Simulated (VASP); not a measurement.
# ZnCd3O4 (P-43m) in VASP: a series of runs

ZnCd3O4 is run at these levels: PBE; tasks: single point.

Everything below comes from runs of VASP 6.6.1. Logs are shortened: lines on timing, memory, paths and dates and some standing lists are left out, and cuts for length are marked.

## 1. The cell of the first run

Symmetry: P-43m, No. 215, cubic system. The conventional cell has a = 4.999 Å, b = 4.999 Å, c = 4.999 Å, α = 90.00°, β = 90.00°, γ = 90.00°. Within 2.7 Å of Zn (site symmetry -43m) lie 4 O at 2.01 Å. Within 2.9 Å of Cd (site symmetry -42m) lie 4 O at 2.22 Å. O (site symmetry 3m) has 1 Zn at 2.01 Å and 3 Cd at 2.22 Å within 2.7 Å.

## 2. Single point, PBE

INCAR

```
ALGO = Normal ; EDIFF = 1E-6
ENCUT = 700 ; GGA = PE
GGA_COMPAT = False ; ISIF = 2
ISMEAR = 0 ; LASPH = True
LCHARG = True ; LELF = True
LREAL = False ; LVHAR = True
LWAVE = False ; NBANDS = 58
NELM = 120 ; PREC = Accurate
SIGMA = 0.1
```

KPOINTS

```
k-points
0
Gamma
  4 4 4
```

POSCAR

```
ZnCd3O4
1.0
    4.9987277000      0.0000000000      0.0000000000
    0.0000000000      4.9987277000      0.0000000000
    0.0000000000      0.0000000000      4.9987277000
Zn Cd O
1 3 4
Direct
    0.0000000000      0.0000000000      0.0000000000
    0.0000000000      0.5000000000      0.5000000000
    0.5000000000      0.0000000000      0.5000000000
    0.5000000000      0.5000000000      0.0000000000
    0.7678240000      0.7678240000      0.2321760000
    0.7678240000      0.2321760000      0.7678240000
    0.2321760000      0.7678240000      0.7678240000
    0.2321760000      0.2321760000      0.2321760000
```

Potentials or basis: VASP PAW PBE potentials, release 64 (Zn, Cd_sv_GW, O).

Started as:

```
cat potpaw_PBE.64/Zn/POTCAR potpaw_PBE.64/Cd_sv_GW/POTCAR potpaw_PBE.64/O/POTCAR > POTCAR
mpirun -np 1 vasp_std > vasp.out
```

OUTCAR:

```text
EDIFF = 1E-6
   ENCUT = 700
   GGA = PE
   ISIF = 2
   ISMEAR = 0
   LASPH = True
   LREAL = False
   NELM = 120
   PREC = Accurate

 ion  position               nearest neighbor table
   1  0.000  0.000  0.000-   5 2.01   6 2.01   7 2.01   8 2.01
   2  0.000  0.500  0.500-   5 2.22   6 2.22   7 2.22   8 2.22
   3  0.500  0.000  0.500-   5 2.22   6 2.22   7 2.22   8 2.22
   4  0.500  0.500  0.000-   5 2.22   6 2.22   7 2.22   8 2.22
   5  0.768  0.768  0.232-   1 2.01   2 2.22   3 2.22   4 2.22
   6  0.768  0.232  0.768-   1 2.01   2 2.22   3 2.22   4 2.22
   7  0.232  0.768  0.768-   1 2.01   2 2.22   3 2.22   4 2.22
   8  0.232  0.232  0.232-   1 2.01   2 2.22   3 2.22   4 2.22

  LATTYP: Found a simple cubic cell.
 ALAT       =     4.9987277000

  Lattice vectors:

 A1 = (   4.9987277000,   0.0000000000,   0.0000000000)
 A2 = (   0.0000000000,   4.9987277000,   0.0000000000)
 A3 = (   0.0000000000,   0.0000000000,   4.9987277000)

Analysis of symmetry for initial positions (statically):
=====================================================================
 Subroutine PRICEL returns:
 Original cell was already a primitive cell.

 Routine SETGRP: Setting up the symmetry group for a
 simple cubic supercell.

 Subroutine GETGRP returns: Found 24 space group operations
 (whereof 24 operations were pure point group operations)
 out of a pool of 48 trial point group operations.

The static configuration has the point symmetry T_d .

Analysis of symmetry for dynamics (positions and initial velocities):
=====================================================================
 Subroutine PRICEL returns:
 Original cell was already a primitive cell.

 Routine SETGRP: Setting up the symmetry group for a
 simple cubic supercell.

 Subroutine GETGRP returns: Found 24 space group operations
 (whereof 24 operations were pure point group operations)
 out of a pool of 48 trial point group operations.

The dynamic configuration has the point symmetry T_d .

 Subroutine INISYM returns: Found 24 space group operations
 (whereof 24 operations are pure point group operations),
 and found     1 'primitive' translations

----------------------------------------------------------------------------------------
[... 91 lines left out ...]
   LREAL  =      F    real-space projection
   EDIFFG = 0.1E-04   stopping-criterion for IOM
   NSW    =      0    number of steps for IOM
   IBRION =     -1    ionic relax: 0-MD 1-quasi-New 2-CG
   NFREE  =      0    steps in history (QN), initial steepest desc. (CG)
   ISIF   =      2    stress and relaxation
   ISYM   =      2    0-nonsym 1-usesym 2-fastsym
   POTIM  = 0.5000    time-step for ionic-motion
   TEBEG  =    0.0;   TEEND  =   0.0 temperature during run
   PSTRESS=    0.0 pullay stress
   NELECT =      96.0000    total number of electrons
   NUPDOWN=      -1.0000    fix difference up-down
   EMIN   =  10.00;   EMAX   =-10.00  energy-range for DOS
   EFERMI =   0.00;   METHOD = LEGACY
   ISMEAR =     0;   SIGMA  =   0.10  broadening in eV -4-tet -1-fermi 0-gaus
   EFERMI_NEDOS =   21; number of points for ismear=-14 and -15
   IALGO  =     38    algorithm
   IMIX   =      4    mixing-type and parameters
     AMIX     =   0.40;   BMIX     =  1.00
     AMIX_MAG =   1.60;   BMIX_MAG =  1.00
  volume/ion in A,a.u.               =      15.61       105.36
  Fermi-wavevector in a.u.,A,eV,Ry     =   1.499590  2.833813 30.596361  2.248769
  Thomas-Fermi vector in A             =   2.611200
   LORBIT       =      0    0 simple, 1 ext, 2 COOP (PROOUT), +10 PAW based schemes
   GGA     = PE    functional components
   LHFCALC =     F    Hartree Fock is set to
   AEXX    =    0.0000 exact exchange contribution
   IVDW    =     0    specifies the selected vdW correction
   LEPSILON=     F    determine dielectric tensor
   LRPA    =     F    only Hartree local field effects (RPA)
 non-spin polarized calculation
 Gauss-broadening in eV      SIGMA  =   0.10
  energy-cutoff  :      700.00
  volume of cell :      124.90
 maximum number of plane-waves:      5294
 NGX is ok and might be reduce to    48
   NGX = 21   NGY = 21   NGZ = 21

 number of electron      96.0000022 magnetization

 Free energy of the ion-electron system (eV)
  ---------------------------------------------------
  ext. energy  EPLUGINS =         0.00000000
  ---------------------------------------------------
  free energy    TOTEN  =       -32.23297071 eV

  energy without entropy =      -32.23000963  energy(sigma->0) =      -32.23149017

 E-fermi :   2.1928     XC(G=0): -10.3281

 val. band max:        2.1551253704   @ k =   0.0000   0.0000   0.0000
 cond. band min:       3.4204945436   @ k =   0.2500   0.0000   0.0000
 fundamental gap:      1.2653691732
 Fermi energy:         2.1927851973

 k-point     1 :       0.0000    0.0000    0.0000
  band No.  band energies     occupation
      1     -98.1187      2.00000
      2     -98.1183      2.00000
      3     -98.1183      2.00000
      4     -59.2429      2.00000
      5     -59.2429      2.00000
      6     -59.2429      2.00000
[... 599 lines left out ...]
     57      13.9479      0.00000
     58      14.0412      0.00000

------------------------ aborting loop because EDIFF is reached ----------------------------------------

  FORCE on cell =-STRESS in cart. coord.  units (eV):
  Direction    XX          YY          ZZ          XY          YZ          ZX
  --------------------------------------------------------------------------------------
  -------------------------------------------------------------------------------------
  Total        0.0813726      0.0813726      0.0813726      0.0000000      0.0000000      0.0000000
  in kB        1.0437837      1.0437837      1.0437837      0.0000000      0.0000000      0.0000000
  external PRESSURE =       1.0437837 kB  Pullay stress =       0.0000000 kB

 VOLUME and BASIS-vectors are now :
 -----------------------------------------------------------------------------
  energy-cutoff  :      700.00
  volume of cell :      124.90
      direct lattice vectors                 reciprocal lattice vectors
     4.998727700  0.000000000  0.000000000     0.200050905  0.000000000  0.000000000
     0.000000000  4.998727700  0.000000000     0.000000000  0.200050905  0.000000000
     0.000000000  0.000000000  4.998727700     0.000000000  0.000000000  0.200050905

 POSITION                                       TOTAL-FORCE (eV/Angst)
 -----------------------------------------------------------------------------------
      0.00000      0.00000      0.00000         0.000000     -0.000000      0.000000
      0.00000      2.49936      2.49936         0.000000     -0.000000     -0.000000
      2.49936      0.00000      2.49936         0.000000     -0.000000     -0.000000
      2.49936      2.49936      0.00000         0.000000     -0.000000     -0.000000
      3.83814      3.83814      1.16058        -0.028092     -0.028092      0.028092
      3.83814      1.16058      3.83814        -0.028092      0.028092     -0.028092
      1.16058      3.83814      3.83814         0.028092     -0.028092     -0.028092
      1.16058      1.16058      1.16058         0.028092      0.028092      0.028092
 -----------------------------------------------------------------------------------
    total drift:                                0.000000      0.000000      0.000000

  FREE ENERGIE OF THE ION-ELECTRON SYSTEM (eV)
  ---------------------------------------------------
  free  energy   TOTEN  =       -32.2329707117 eV

  energy  without entropy=      -32.2300096275  energy(sigma->0) =      -32.23149017
```

stdout:

```text
POSCAR found type information on POSCAR ZnCdO
 POSCAR found :  3 types and       8 ions
 scaLAPACK will be used
 LDA part: xc-table for (Slater+PW92), standard interpolation
 POSCAR, INCAR and KPOINTS ok, starting setup
 FFT: planning ... GRIDC
 FFT: planning ... GRID_SOFT
 FFT: planning ... GRID
 WAVECAR not read
 entering main loop
```

It took 2.1 min on 1 thread of Intel Xeon Platinum 8488C (Sapphire Rapids), shared host; peak memory 0.38 GiB.

Results:

```
Free energy            : -32.2330 eV
Pressure               : 0.1 GPa
Largest force          : 0.049 eV/Å
Band gap on the k mesh : zero (filled and empty bands touch)
```

Forces in eV/Å, atoms in the order of the input:
```
Zn   0.000  0.000  0.000
Cd   0.000  0.000  0.000
Cd   0.000  0.000  0.000
Cd   0.000  0.000  0.000
O   -0.028 -0.028  0.028
O   -0.028  0.028 -0.028
O    0.028 -0.028 -0.028
O    0.028  0.028  0.028
```

Caveat: semilocal functionals underestimate gaps, and a narrow one can read as zero.

## 3. Single point, PBE

INCAR

```
ALGO     = Normal         # electronic algorithm
EDIFF    = 1E-6           # SCF threshold, eV
ENCUT    = 700            # plane-wave cutoff, eV
GGA      = PE             # functional
GGA_COMPAT= False        
ISIF     = 2              # what is computed and relaxed
ISMEAR   = 0              # smearing method
LASPH    = True           # aspherical terms in the spheres
LCHARG   = False          # write CHGCAR
LREAL    = False          # projectors in reciprocal space
LWAVE    = False          # write WAVECAR
NBANDS   = 58             # bands
NELM     = 120            # most SCF steps
PREC     = Accurate       # precision mode
SIGMA    = 0.1            # smearing width, eV
```

KPOINTS

```
k-points
0
Gamma
  8 8 8
```

POSCAR is that of step 2.

Potentials or basis: VASP PAW PBE potentials, release 64 (Zn, Cd_sv_GW, O).

Started as:

```
cat potpaw_PBE.64/Zn/POTCAR potpaw_PBE.64/Cd_sv_GW/POTCAR potpaw_PBE.64/O/POTCAR > POTCAR
mpirun -np 1 vasp_std > vasp.out
```

Run time: 9.5 min. Hardware: 1 thread of Intel Xeon Platinum 8259CL at 2.50GHz (Skylake/Cascade Lake), shared host; peak memory 0.56 GiB.

The run converged. Its results:

- Free energy: -32.2371 eV
- Pressure: 0.1 GPa
- Largest force: 0.050 eV/Å
- Band gap on the k mesh: zero (filled and empty bands touch)

Forces on the atoms (eV/Å):
```
Zn   0.000  0.000  0.000
Cd   0.000  0.000  0.000
Cd   0.000  0.000  0.000
Cd   0.000  0.000  0.000
O   -0.029 -0.029  0.029
O   -0.029  0.029 -0.029
O    0.029 -0.029 -0.029
O    0.029  0.029  0.029
```

Levels at points of the mesh, in eV from the Fermi level:
| k point | band 45 | band 46 | band 47 | band 48 | band 49 | band 50 | band 51 | band 52 |
| --- | --- | --- | --- | --- | --- | --- | --- | --- |
| (0.00, 0.00, 0.00) | -1.81 | -0.25 | -0.10 | -0.10 | -0.10 | 4.88 | 4.88 | 4.88 |
| (0.50, 0.00, 0.00) | -1.00 | -1.00 | -0.74 | -0.74 | 2.58 | 2.80 | 6.52 | 6.52 |
| (0.50, 0.50, 0.00) | -0.85 | -0.78 | -0.78 | -0.48 | 3.76 | 4.35 | 4.35 | 5.29 |
| (0.50, 0.50, 0.50) | -0.79 | -0.79 | -0.52 | -0.52 | 3.91 | 4.22 | 4.22 | 4.22 |

Caveat: semilocal functionals underestimate gaps, and a narrow one can read as zero.

## 4. Single point, PBE

INCAR

```
SYSTEM = ZnCd3O4
PREC = Accurate
ENCUT = 700
EDIFF = 1E-6
ISMEAR = 0
SIGMA = 0.2
LREAL = .False.
LASPH = .True.
NELM = 120
ALGO = Normal
ISIF = 2
LWAVE = .False.
LCHARG = .False.
GGA = PE
NBANDS = 58
GGA_COMPAT = .False.
```

KPOINTS

```
regular mesh
0
Gamma
  4 4 4
  0 0 0
```

POSCAR is that of step 3.

Potentials or basis: VASP PAW PBE potentials, release 64 (Zn, Cd_sv_GW, O).

Started as:

```
cat potpaw_PBE.64/Zn/POTCAR potpaw_PBE.64/Cd_sv_GW/POTCAR potpaw_PBE.64/O/POTCAR > POTCAR
mpirun -np 1 vasp_std > vasp.out
```

OUTCAR:

```text
SYSTEM = ZnCd3O4
   PREC = Accurate
   ENCUT = 700
   EDIFF = 1E-6
   ISMEAR = 0
   LREAL = .False.
   LASPH = .True.
   NELM = 120
   ISIF = 2
   GGA = PE

 ion  position               nearest neighbor table
   1  0.000  0.000  0.000-   5 2.01   6 2.01   7 2.01   8 2.01
   2  0.000  0.500  0.500-   5 2.22   6 2.22   7 2.22   8 2.22
   3  0.500  0.000  0.500-   5 2.22   6 2.22   7 2.22   8 2.22
   4  0.500  0.500  0.000-   5 2.22   6 2.22   7 2.22   8 2.22
   5  0.768  0.768  0.232-   1 2.01   2 2.22   3 2.22   4 2.22
   6  0.768  0.232  0.768-   1 2.01   2 2.22   3 2.22   4 2.22
   7  0.232  0.768  0.768-   1 2.01   2 2.22   3 2.22   4 2.22
   8  0.232  0.232  0.232-   1 2.01   2 2.22   3 2.22   4 2.22

  LATTYP: Found a simple cubic cell.
 ALAT       =     4.9987277000

  Lattice vectors:

 A1 = (   4.9987277000,   0.0000000000,   0.0000000000)
 A2 = (   0.0000000000,   4.9987277000,   0.0000000000)
 A3 = (   0.0000000000,   0.0000000000,   4.9987277000)

Analysis of symmetry for initial positions (statically):
=====================================================================
 Subroutine PRICEL returns:
 Original cell was already a primitive cell.
[... 177 lines left out ...]
      1     -98.1187      2.00000
      2     -98.1183      2.00000
      3     -98.1183      2.00000
      4     -59.2430      2.00000
      5     -59.2430      2.00000
      6     -59.2430      2.00000
[... 599 lines left out ...]
     57      13.9479      0.00000
     58      14.0411      0.00000

------------------------ aborting loop because EDIFF is reached ----------------------------------------

  FORCE on cell =-STRESS in cart. coord.  units (eV):
  Direction    XX          YY          ZZ          XY          YZ          ZX
  --------------------------------------------------------------------------------------
  -------------------------------------------------------------------------------------
  Total        0.0883364      0.0883364      0.0883364     -0.0000000      0.0000000     -0.0000000
  in kB        1.1331100      1.1331100      1.1331100     -0.0000000      0.0000000     -0.0000000
  external PRESSURE =       1.1331100 kB  Pullay stress =       0.0000000 kB

 VOLUME and BASIS-vectors are now :
 -----------------------------------------------------------------------------
  energy-cutoff  :      700.00
  volume of cell :      124.90
      direct lattice vectors                 reciprocal lattice vectors
     4.998727700  0.000000000  0.000000000     0.200050905  0.000000000  0.000000000
     0.000000000  4.998727700  0.000000000     0.000000000  0.200050905  0.000000000
     0.000000000  0.000000000  4.998727700     0.000000000  0.000000000  0.200050905

 POSITION                                       TOTAL-FORCE (eV/Angst)
 -----------------------------------------------------------------------------------
      0.00000      0.00000      0.00000        -0.000000     -0.000000     -0.000000
      0.00000      2.49936      2.49936        -0.000000     -0.000000     -0.000000
      2.49936      0.00000      2.49936        -0.000000     -0.000000     -0.000000
      2.49936      2.49936      0.00000        -0.000000     -0.000000     -0.000000
      3.83814      3.83814      1.16058        -0.027750     -0.027750      0.027750
      3.83814      1.16058      3.83814        -0.027750      0.027750     -0.027750
      1.16058      3.83814      3.83814         0.027750     -0.027750     -0.027750
      1.16058      1.16058      1.16058         0.027750      0.027750      0.027750
 -----------------------------------------------------------------------------------
    total drift:                                0.000000      0.000000      0.000000

  FREE ENERGIE OF THE ION-ELECTRON SYSTEM (eV)
  ---------------------------------------------------
  free  energy   TOTEN  =       -32.2367297871 eV

  energy  without entropy=      -32.2280543214  energy(sigma->0) =      -32.23239205
```

stdout:

```text
POSCAR found type information on POSCAR ZnCdO
 POSCAR found :  3 types and       8 ions
 scaLAPACK will be used
 LDA part: xc-table for (Slater+PW92), standard interpolation
 POSCAR, INCAR and KPOINTS ok, starting setup
 FFT: planning ... GRIDC
 FFT: planning ... GRID_SOFT
 FFT: planning ... GRID
 WAVECAR not read
 entering main loop
```

Wall time 1.8 min (1 thread of AMD EPYC 9R45 (Zen 5), shared host); peak memory 0.35 GiB.

Results:

* Free energy: -32.2367 eV
* Pressure: 0.1 GPa
* Largest force: 0.048 eV/Å
* Band gap on the k mesh: zero (filled and empty bands touch)

Forces on the atoms (eV/Å):
```
Zn   0.000  0.000  0.000
Cd   0.000  0.000  0.000
Cd   0.000  0.000  0.000
Cd   0.000  0.000  0.000
O   -0.028 -0.028  0.028
O   -0.028  0.028 -0.028
O    0.028 -0.028 -0.028
O    0.028  0.028  0.028
```

Caveat: semilocal functionals underestimate gaps, and a narrow one can read as zero.

## 5. Overview

```tsv
k mesh	smearing	gap on the mesh (eV)	pressure (GPa)	largest force (eV/Å)
4 × 4 × 4	gaussian 0.1 eV	none	0.1	0.05
8 × 8 × 8	gaussian 0.1 eV	none	0.1	0.05
4 × 4 × 4	gaussian 0.2 eV	none	0.1	0.05
```

Alike in all rows: task single point; level PBE; potentials or basis VASP PAW PBE potentials, release 64 (Zn, Cd_sv_GW, O); no spin polarisation; cell as given; cutoff (eV) 700.

Caveats: semilocal functionals underestimate gaps, and a narrow one can read as zero.

Total energies depend on the potentials used, so only differences within one code and one set of settings carry meaning.

The gap in the log of VASP goes by the Fermi energy; the results here count the filled bands.